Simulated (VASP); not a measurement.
Here is a VASP 6.6.1 calculation.

INCAR

```
PREC = Accurate ; ENCUT = 600
EDIFF = 1E-8 ; ISMEAR = -1
SIGMA = 0.05 ; LREAL = False
LASPH = True ; NELM = 60
ALGO = Fast ; ISIF = 3
LWAVE = False ; LCHARG = False
GGA = PS ; IBRION = 6
NFREE = 2 ; POTIM = 0.015
NSW = 1
```

KPOINTS

```
regular mesh
0
Gamma
  10 10 6
```

Contents of POSCAR:

```
Cu
1.0
    2.5340966698      0.0000000000      0.0000000000
   -1.2670483349      2.1945920917      0.0000000000
    0.0000000000      0.0000000000      4.1125710000
Cu
2
Direct
    0.6666666667      0.3333333333      0.7500000000
    0.3333333333      0.6666666667      0.2500000000
```

Potentials or basis: VASP PAW PBE potentials, release 64 (Cu).

Launch:

```bash
$ cat potpaw_PBE.64/Cu/POTCAR > POTCAR
$ mpirun -np 1 vasp_std > vasp.out
```

**Question.** What does it give for the Voigt bulk modulus?

**Answer.** 158 GPa.

**Question.** Estimate the highest phonon frequency at Γ.

**Answer.** 260 cm⁻¹.

Phonon frequencies in cm⁻¹ (negative: imaginary):
```tsv
q point	frequencies
(0.000, 0.000, 0.000)	0 0 0 109 109 260
```

Caveat: the PAW data sets were made with another functional, which shifts forces and pressure a little.
